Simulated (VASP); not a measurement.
# Br (Cmce) in VASP: a series of runs

Br is run at these levels: revPBE, BLYP, r2SCAN, PBE+D4; tasks: single point, relaxation of cell and atoms.

All numbers are computed with VASP 6.6.1; they aren't measurements. Logs are shortened: lines on timing, memory, paths and dates and some standing lists are left out, and cuts for length are marked.

## Step 1: The cell of the first run

Symmetry: Cmce, No. 64, orthorhombic system. Conventional cell: a = 6.726 Å, b = 4.645 Å, c = 8.702 Å, α = 90.00°, β = 90.00°, γ = 90.00°. Br (site symmetry m) has 1 Br at 2.29 Å within 3.0 Å.

## Step 2: Single point, revPBE

INCAR

```
  ALGO = Normal
  EDIFF = 1E-7
  ENCUT = 520
  GGA = RE
  ISIF = 2
  ISMEAR = -1
  LASPH = T
  LCHARG = T
  LELF = T
  LREAL = F
  LVHAR = T
  LWAVE = F
  NBANDS = 22
  NELM = 80
  PREC = Accurate
  SIGMA = 0.05
```

KPOINTS

```
k-points
0
Gamma
  4 4 2
```

POSCAR

```
Br
1.0
    3.3632500000     -2.3225500000      0.0000000000
    3.3632500000      2.3225500000      0.0000000000
    0.0000000000      0.0000000000      8.7023000000
Br
4
Direct
    0.3651000000      0.6349000000      0.3901000000
    0.1349000000      0.8651000000      0.8901000000
    0.6349000000      0.3651000000      0.6099000000
    0.8651000000      0.1349000000      0.1099000000
```

Potentials or basis: VASP PAW PBE potentials, release 64 (Br).

Launch:

```sh
> cat potpaw_PBE.64/Br/POTCAR > POTCAR
> mpirun -np 1 vasp_std > vasp.out
```

OUTCAR:

```text
EDIFF = 1E-7
   ENCUT = 520
   GGA = RE
   ISIF = 2
   ISMEAR = -1
   LASPH = T
   LREAL = F
   NELM = 80
   PREC = Accurate

 ion  position               nearest neighbor table
   1  0.365  0.635  0.390-   3 2.29
   2  0.135  0.865  0.890-   4 2.29
   3  0.635  0.365  0.610-   1 2.29
   4  0.865  0.135  0.110-   2 2.29

  LATTYP: Found a base centered orthorhombic cell.
 ALAT       =     4.6451000000
 B/A-ratio  =     1.4480850789
 C/A-ratio  =     1.8734365245

  Lattice vectors:

 A1 = (  -3.3632500000,  -2.3225500000,   0.0000000000)
 A2 = (   3.3632500000,  -2.3225500000,   0.0000000000)
 A3 = (   0.0000000000,   0.0000000000,   8.7023000000)

Analysis of symmetry for initial positions (statically):
=====================================================================
 Subroutine PRICEL returns:
 Original cell was already a primitive cell.

 Routine SETGRP: Setting up the symmetry group for a
 base centered orthorhombic supercell.

 Subroutine GETGRP returns: Found  8 space group operations
 (whereof  4 operations were pure point group operations)
 out of a pool of  8 trial point group operations.

The static configuration has the point symmetry C_2h.
 The point group associated with its full space group is D_2h.

Analysis of symmetry for dynamics (positions and initial velocities):
=====================================================================
 Subroutine PRICEL returns:
 Original cell was already a primitive cell.

 Routine SETGRP: Setting up the symmetry group for a
 base centered orthorhombic supercell.

 Subroutine GETGRP returns: Found  8 space group operations
 (whereof  4 operations were pure point group operations)
 out of a pool of  8 trial point group operations.

The dynamic configuration has the point symmetry C_2h.
 The point group associated with its full space group is D_2h.

 Subroutine INISYM returns: Found  8 space group operations
 (whereof  4 operations are pure point group operations),
 and found     1 'primitive' translations

----------------------------------------------------------------------------------------

                                     Primitive cell

  volume of cell :     135.9528
[... 75 lines left out ...]
   ICHARG =      2    charge: 1-file 2-atom 10-const
   ISPIN  =      1    spin polarized calculation?
   LNONCOLLINEAR =      F non collinear calculations
   LSORBIT =      F    spin-orbit coupling
   LASPH  =      T    aspherical Exc in radial PAW
   ENCUT  =  520.0 eV  38.22 Ry    6.18 a.u.   7.60  7.60 16.18*2*pi/ulx,y,z
   NELM   =     80;   NELMIN=  2; NELMDL= -5     # of ELM steps
   EDIFF  = 0.1E-06   stopping-criterion for ELM
   LREAL  =      F    real-space projection
   EDIFFG = 0.1E-05   stopping-criterion for IOM
   NSW    =      0    number of steps for IOM
   IBRION =     -1    ionic relax: 0-MD 1-quasi-New 2-CG
   NFREE  =      0    steps in history (QN), initial steepest desc. (CG)
   ISIF   =      2    stress and relaxation
   ISYM   =      2    0-nonsym 1-usesym 2-fastsym
   POTIM  = 0.5000    time-step for ionic-motion
   TEBEG  =    0.0;   TEEND  =   0.0 temperature during run
   PSTRESS=    0.0 pullay stress
   NELECT =      28.0000    total number of electrons
   NUPDOWN=      -1.0000    fix difference up-down
   EMIN   =  10.00;   EMAX   =-10.00  energy-range for DOS
   EFERMI =   0.00;   METHOD = LEGACY
   ISMEAR =    -1;   SIGMA  =   0.05  broadening in eV -4-tet -1-fermi 0-gaus
   EFERMI_NEDOS =   21; number of points for ismear=-14 and -15
   IALGO  =     38    algorithm
   IMIX   =      4    mixing-type and parameters
     AMIX     =   0.40;   BMIX     =  1.00
     AMIX_MAG =   1.60;   BMIX_MAG =  1.00
  volume/ion in A,a.u.               =      33.99       229.36
  Fermi-wavevector in a.u.,A,eV,Ry     =   0.966788  1.826965 12.717090  0.934680
  Thomas-Fermi vector in A             =   2.096619
   LORBIT       =      0    0 simple, 1 ext, 2 COOP (PROOUT), +10 PAW based schemes
   GGA     = RE    functional components
   LHFCALC =     F    Hartree Fock is set to
   AEXX    =    0.0000 exact exchange contribution
   IVDW    =     0    specifies the selected vdW correction
   LEPSILON=     F    determine dielectric tensor
   LRPA    =     F    only Hartree local field effects (RPA)
 non-spin polarized calculation
  energy-cutoff  :      520.00
  volume of cell :      135.95
 maximum number of plane-waves:      3697
   NGX = 15   NGY = 15   NGZ = 33

 number of electron      27.9999999 magnetization

 Free energy of the ion-electron system (eV)
  ---------------------------------------------------
  ext. energy  EPLUGINS =         0.00000000
  ---------------------------------------------------
  free energy    TOTEN  =        -5.44125298 eV

  energy without entropy =       -5.44125297  energy(sigma->0) =       -5.44125297

 E-fermi :   0.7461     XC(G=0):  -7.6095

 val. band max:       -0.2533188503   @ k =   0.5000  -0.0000   0.5000
 cond. band min:       1.6804750937   @ k =   0.0000   0.0000   0.0000
 fundamental gap:      1.9337939440
 Fermi energy:         0.7461020832

 k-point     1 :       0.0000    0.0000    0.0000
  band No.  band energies     occupation
      1     -16.1544      2.00000
      2     -15.8425      2.00000
      3     -13.3302      2.00000
      4     -12.6671      2.00000
      5      -5.1535      2.00000
      6      -4.1722      2.00000
[... 339 lines left out ...]
     21       9.0253      0.00000
     22       9.0253      0.00000

------------------------ aborting loop because EDIFF is reached ----------------------------------------

  FORCE on cell =-STRESS in cart. coord.  units (eV):
  Direction    XX          YY          ZZ          XY          YZ          ZX
  --------------------------------------------------------------------------------------
  -------------------------------------------------------------------------------------
  Total        2.0268937      2.2176437      3.6507818      0.0000000      0.0000000      0.0000000
  in kB       23.8865426     26.1344932     43.0237426      0.0000000      0.0000000      0.0000000
  external PRESSURE =      31.0149262 kB  Pullay stress =       0.0000000 kB

 VOLUME and BASIS-vectors are now :
 -----------------------------------------------------------------------------
  energy-cutoff  :      520.00
  volume of cell :      135.95
      direct lattice vectors                 reciprocal lattice vectors
     3.363250000 -2.322550000  0.000000000     0.148665725 -0.215280618  0.000000000
     3.363250000  2.322550000  0.000000000     0.148665725  0.215280618  0.000000000
     0.000000000  0.000000000  8.702300000     0.000000000  0.000000000  0.114912150

 POSITION                                       TOTAL-FORCE (eV/Angst)
 -----------------------------------------------------------------------------------
      3.36325      0.62662      3.39477         0.000000      0.413501     -0.745943
      3.36325      1.69593      7.74592         0.000000     -0.413501     -0.745943
      3.36325     -0.62662      5.30753         0.000000     -0.413501      0.745943
      3.36325     -1.69593      0.95638         0.000000      0.413501      0.745943
 -----------------------------------------------------------------------------------
    total drift:                               -0.000000      0.000000      0.000000

  FREE ENERGIE OF THE ION-ELECTRON SYSTEM (eV)
  ---------------------------------------------------
  free  energy   TOTEN  =        -5.4412529761 eV

  energy  without entropy=       -5.4412529736  energy(sigma->0) =       -5.44125297
```

OSZICAR:

```text
N       E                     dE             d eps       ncg     rms          rms(c)
DAV:   1     0.179275862851E+03    0.17928E+03   -0.11499E+04   616   0.106E+03
DAV:   2     0.793903327192E+01   -0.17134E+03   -0.16571E+03   848   0.188E+02
DAV:   3    -0.569133581914E+01   -0.13630E+02   -0.13580E+02   788   0.591E+01
DAV:   4    -0.582961413209E+01   -0.13828E+00   -0.13823E+00   776   0.715E+00
DAV:   5    -0.583070010774E+01   -0.10860E-02   -0.10858E-02   778   0.623E-01    0.107E+01
DAV:   6    -0.554310105773E+01    0.28760E+00   -0.19916E-01   724   0.236E+00    0.703E+00
DAV:   7    -0.544891216811E+01    0.94189E-01   -0.45177E-01   712   0.353E+00    0.582E-01
DAV:   8    -0.544083622720E+01    0.80759E-02   -0.50425E-02   646   0.119E+00    0.312E-01
DAV:   9    -0.544099120429E+01   -0.15498E-03   -0.96208E-04   754   0.189E-01    0.680E-02
DAV:  10    -0.544123555068E+01   -0.24435E-03   -0.26266E-04   690   0.975E-02    0.629E-02
DAV:  11    -0.544124807297E+01   -0.12522E-04   -0.33389E-05   758   0.326E-02    0.838E-03
DAV:  12    -0.544125051993E+01   -0.24470E-05   -0.45264E-06   770   0.118E-02    0.640E-03
DAV:  13    -0.544125263663E+01   -0.21167E-05   -0.30573E-06   714   0.103E-02    0.348E-03
DAV:  14    -0.544125292434E+01   -0.28771E-06   -0.51930E-07   736   0.413E-03    0.244E-03
DAV:  15    -0.544125297609E+01   -0.51756E-07   -0.10884E-07   536   0.196E-03
   1 F= -.54412530E+01 E0= -.54412530E+01  d E =-.249397E-08
```

Wall time 68 s (1 thread of Intel Xeon 8259CL, shared host); peak memory 0.24 GiB.

What came out:

```
Free energy            : -5.4413 eV
Pressure               : 3.1 GPa
Largest force          : 0.853 eV/Å
Band gap on the k mesh : 1.93 eV (least direct gap 1.98 eV)
```

Forces on the atoms (eV/Å):
```
Br   0.000  0.414 -0.746
Br   0.000 -0.414 -0.746
Br   0.000 -0.414  0.746
Br   0.000  0.414  0.746
```

Stress tensor (GPa, compression positive):
```
2.39 0.00 0.00
0.00 2.61 0.00
0.00 0.00 4.30
```

Levels at points of the mesh, in eV from the valence-band top:
```
           k point  band 11  band 12  band 13  band 14  band 15  band 16  band 17  band 18
(0.00, 0.00, 0.00)    -0.92    -0.35    -0.08    -0.05     1.93     2.65     6.26     6.89
(0.50, 0.00, 0.00)    -0.78    -0.78    -0.24    -0.24     2.56     2.56     7.36     7.36
(0.50, 0.50, 0.00)    -1.30    -1.12    -0.39    -0.03     1.98     2.34     7.50     7.77
(0.00, 0.00, 0.50)    -0.80    -0.80    -0.07    -0.07     2.16     2.16     6.92     6.92
(0.50, 0.00, 0.50)    -0.52    -0.52     0.00     0.00     2.30     2.30     7.68     7.68
(0.50, 0.50, 0.50)    -0.90    -0.90    -0.61    -0.61     2.06     2.06     8.21     8.21
```

Caveat: the cell stands under pressure; this functional lacks dispersion, which holds the molecules together, so the pressure and a relaxed volume are unreliable; the PAW data sets were made with another functional, which shifts forces and pressure a little.

## Step 3: Single point, BLYP

INCAR

```
SYSTEM = Br
  AGGAC = 1.0
  AGGAX = 1.0
  ALDAC = 0.0
  ALDAX = 1.0
  ALGO = Normal
  EDIFF = 1E-7
  ENCUT = 520
  GGA = B5
  ISIF = 2
  ISMEAR = -1
  LASPH = .True.
  LCHARG = .True.
  LELF = .True.
  LREAL = .False.
  LVHAR = .True.
  LWAVE = .False.
  NBANDS = 22
  NELM = 80
  PREC = Accurate
  SIGMA = 0.05
```

KPOINTS

```
k-points
0
Gamma
  4 4 2
  0 0 0
```

POSCAR is that of step 2.

Potentials or basis: VASP PAW PBE potentials, release 64 (Br).

Launch:

```sh
> cat potpaw_PBE.64/Br/POTCAR > POTCAR
> mpirun -np 1 vasp_std > vasp.out
```

It took 90 s on 1 thread of Intel Xeon 8259CL, shared host; peak memory 0.24 GiB.

Results (log left out):

| Property | Result |
| --- | --- |
| Free energy | -5.1265 eV |
| Pressure | 3.8 GPa |
| Largest force | 1.289 eV/Å |
| Band gap on the k mesh | 1.84 eV (least direct gap 1.89 eV) |

Forces on the atoms (eV/Å):
```
Br   0.000  0.662 -1.106
Br   0.000 -0.662 -1.106
Br   0.000 -0.662  1.106
Br   0.000  0.662  1.106
```

Stress tensor (GPa, compression positive):
```
2.20 0.00 0.00
0.00 3.17 0.00
0.00 0.00 5.90
```

Levels at points of the mesh, in eV from the valence-band top:
```tsv
k point	band 12	band 13	band 14	band 15	band 16	band 17
(0.00, 0.00, 0.00)	-0.37	-0.09	-0.05	1.84	2.59	6.03
(0.50, 0.00, 0.00)	-0.81	-0.25	-0.25	2.49	2.49	7.19
(0.50, 0.50, 0.00)	-1.15	-0.41	-0.03	1.89	2.27	7.41
(0.00, 0.00, 0.50)	-0.83	-0.07	-0.07	2.07	2.07	6.71
(0.50, 0.00, 0.50)	-0.53	0.00	0.00	2.22	2.22	7.50
(0.50, 0.50, 0.50)	-0.92	-0.63	-0.63	1.97	1.97	8.09
```

Caveat: the cell stands under pressure; this functional lacks dispersion, which holds the molecules together, so the pressure and a relaxed volume are unreliable; the PAW data sets were made with another functional, which shifts forces and pressure a little.

## Step 4: Single point, r2SCAN

POSCAR is that of step 3.

INCAR.step1

```
SYSTEM = Br
PREC = Accurate
ENCUT = 520
ISMEAR = -1
SIGMA = 0.05
LREAL = .False.
LASPH = .True.
NELM = 80
NBANDS = 22
GGA = PE
ALGO = Normal
EDIFF = 1E-4
LWAVE = .True.
LCHARG = .False.
```

INCAR.step2

```
SYSTEM = Br
PREC = Accurate
ENCUT = 520
EDIFF = 1E-7
ISMEAR = -1
SIGMA = 0.05
LREAL = .False.
LASPH = .True.
NELM = 80
ALGO = Normal
ISIF = 2
LWAVE = .False.
LCHARG = .False.
METAGGA = R2SCAN
LMIXTAU = .True.
NBANDS = 22
ISTART = 1
```

KPOINTS

```
Automatic mesh
0
Gamma
  4 4 2
  0 0 0
```

Launch:

```sh
> cat potpaw_PBE.64/Br/POTCAR > POTCAR
> cp INCAR.step1 INCAR
> mpirun -np 1 vasp_std > vasp.out
> cp INCAR.step2 INCAR
> mpirun -np 1 vasp_std > vasp.out
```

Run time: 3.9 min. Hardware: 1 thread of Intel Xeon 8259CL, shared host; peak memory 0.26 GiB.

Results (log left out):

```
Free energy            : -52.9591 eV
Pressure               : 0.7 GPa
Largest force          : 0.578 eV/Å
Band gap on the k mesh : 2.16 eV (least direct gap 2.23 eV)
```

Forces on the atoms (eV/Å):
```
Br   0.000  0.283 -0.503
Br   0.000 -0.283 -0.503
Br   0.000 -0.283  0.503
Br   0.000  0.283  0.503
```

Stress tensor (GPa, compression positive):
```
0.22 0.00 0.00
0.00 0.30 0.00
0.00 0.00 1.52
```

Levels at points of the mesh, in eV from the valence-band top:
```tsv
k point	band 11	band 12	band 13	band 14	band 15	band 16	band 17	band 18
(0.00, 0.00, 0.00)	-0.95	-0.37	-0.10	-0.06	2.16	2.89	6.63	7.24
(0.50, 0.00, 0.00)	-0.80	-0.80	-0.25	-0.25	2.78	2.78	7.72	7.72
(0.50, 0.50, 0.00)	-1.37	-1.17	-0.41	-0.04	2.20	2.56	7.86	8.13
(0.00, 0.00, 0.50)	-0.83	-0.83	-0.08	-0.08	2.39	2.39	7.28	7.28
(0.50, 0.00, 0.50)	-0.55	-0.55	0.00	0.00	2.53	2.53	8.05	8.05
(0.50, 0.50, 0.50)	-0.92	-0.92	-0.65	-0.65	2.27	2.27	8.56	8.56
```

Caveat: the PAW data sets were made with another functional, which shifts forces and pressure a little. r2SCAN opens gaps a little over a GGA but as a rule still falls short of measured ones.

## Step 5: Relaxation of cell and atoms, PBE+D4

INCAR

```
PREC     = Accurate       # precision mode
ENCUT    = 600            # plane-wave cutoff, eV
EDIFF    = 1E-7           # SCF threshold, eV
ISMEAR   = -1             # smearing method
SIGMA    = 0.05           # smearing width, eV
LREAL    = False          # projectors in reciprocal space
LASPH    = True           # aspherical terms in the spheres
NELM     = 80             # most SCF steps
ALGO     = Normal         # electronic algorithm
ISIF     = 3              # what is computed and relaxed
LWAVE    = False          # write WAVECAR
LCHARG   = False          # write CHGCAR
GGA      = PE             # functional
IVDW     = 13             # dispersion correction
IBRION   = 2              # ionic algorithm
NSW      = 60             # ionic steps
EDIFFG   = -0.01          # ionic threshold
```

KPOINTS

```
regular mesh
0
Gamma
  7 7 3
```

POSCAR is that of step 4.

Launch:

```sh
> cat potpaw_PBE.64/Br/POTCAR > POTCAR
> mpirun -np 1 vasp_std > vasp.out
```

Run time: 39 min. Hardware: 1 thread of AMD EPYC 7R43 (Zen 3), shared host; peak memory 0.31 GiB.

The run converged. Its results:

* Free energy: -7.4795 eV
* Relaxed volume: 30.85 Å³/atom
* Relaxed cell: a = 4.045 Å, b = 4.045 Å, c = 8.570 Å, α = 90.00°, β = 90.00°, γ = 61.66°
* Space group after relaxing (to 0.1 Å): Cmce (No. 64)
* Energy gained by relaxing: 46.2 meV/atom
* Ionic steps: 22
* Pressure after relaxing: 0.0 GPa
* Largest force after relaxing: 0.005 eV/Å
* Band gap on the k mesh: 1.33 eV (least direct gap 1.37 eV)
* Dispersion energy per atom: -0.256 eV

Forces on the atoms (eV/Å):
```
Br   0.000 -0.004 -0.003
Br   0.000  0.004 -0.003
Br   0.000  0.004  0.003
Br   0.000 -0.004  0.003
```

Step by step:
```
step  energy change (eV)  largest force (eV/Å)  pressure (GPa)  volume (Å³)
   1              0.0000                0.8960            0.60       135.95
   2             -0.0161                0.3691           -2.14       138.47
   3             -0.0472                0.1496           -1.01       137.29
   4             -0.0840                0.1474           -0.85       133.97
   5             -0.1554                0.1623            0.17       124.26
   6             -0.1563                0.1823            0.70       121.38
   7             -0.1576                0.1718            0.45       122.63
   8             -0.1607                0.2592           -0.32       122.21
   9             -0.1640                0.1350           -0.02       122.39
  10             -0.1722                0.1135            0.05       122.17
  11             -0.1827                0.0381            0.34       121.37
  12             -0.1791                0.1630           -0.56       123.78
  13             -0.1840                0.0624            0.03       122.19
  14             -0.1848                0.0120            0.07       122.72
  15             -0.1848                0.0101            0.07       122.70
  16             -0.1848                0.0243           -0.08       123.24
  17             -0.1848                0.0155           -0.01       122.98
  18             -0.1849                0.0103            0.00       123.15
  19             -0.1850                0.0122            0.01       123.26
  20             -0.1850                0.0135            0.01       123.30
  21             -0.1850                0.0073           -0.05       123.49
  22             -0.1850                0.0052           -0.03       123.42
```

Final structure:
```cif
data_structure
_symmetry_space_group_name_H-M 'P 1'
_symmetry_Int_Tables_number 1
_cell_length_a 4.0449
_cell_length_b 4.0449
_cell_length_c 8.5701
_cell_angle_alpha 90.000
_cell_angle_beta 90.000
_cell_angle_gamma 61.665
_cell_volume 123.42
loop_
_atom_site_label
_atom_site_type_symbol
_atom_site_fract_x
_atom_site_fract_y
_atom_site_fract_z
_atom_site_occupancy
Br1 Br 0.34827 0.65173 0.38092 1
Br2 Br 0.15173 0.84827 0.88092 1
Br3 Br 0.65173 0.34827 0.61908 1
Br4 Br 0.84827 0.15173 0.11908 1
```

Levels at points of the mesh, in eV from the valence-band top:
```
           k point  band 12  band 13  band 14  band 15  band 16  band 17
(0.00, 0.00, 0.00)    -0.61    -0.42     0.00     1.37     2.28     5.97
```

Caveat: an odd mesh through Γ misses points on the zone boundary, where band edges can lie.

## Step 6: Summary

| task | level | cell | k mesh | cutoff (eV) | gap on the mesh (eV) | pressure (GPa) | largest force (eV/Å) |
| --- | --- | --- | --- | --- | --- | --- | --- |
| single point | revPBE | as given | 4 × 4 × 2 | 520 | 1.93 | 3.1 | 0.85 |
| single point | BLYP | as given | 4 × 4 × 2 | 520 | 1.84 | 3.8 | 1.29 |
| single point | r2SCAN | as given | 4 × 4 × 2 | 520 | 2.16 | 0.7 | 0.58 |
| relaxation of cell and atoms | PBE+D4 | relaxed | 7 × 7 × 3 | 600 | 1.33 | 0.0 | 0.01 |

Alike in all rows: potentials or basis VASP PAW PBE potentials, release 64 (Br); no spin polarisation; smearing fermi-dirac 0.05 eV.

On the cell as given the gap runs from 1.84 eV (BLYP) to 2.16 eV (r2SCAN). The pressure there spans 0.7 GPa (r2SCAN) to 3.8 GPa (BLYP); a positive pressure means that this level wants a larger cell, a negative one a smaller.

Caveats: the PAW data sets were made with another functional, which shifts forces and pressure a little (at least some runs); the cell stands under pressure (at least some runs); this functional lacks dispersion, which holds the molecules together, so the pressure and a relaxed volume are unreliable (at least some runs); an odd mesh through Γ misses points on the zone boundary, where band edges can lie (at least some runs).

Total energies depend on the potentials used, so only differences within one code and one set of settings carry meaning.
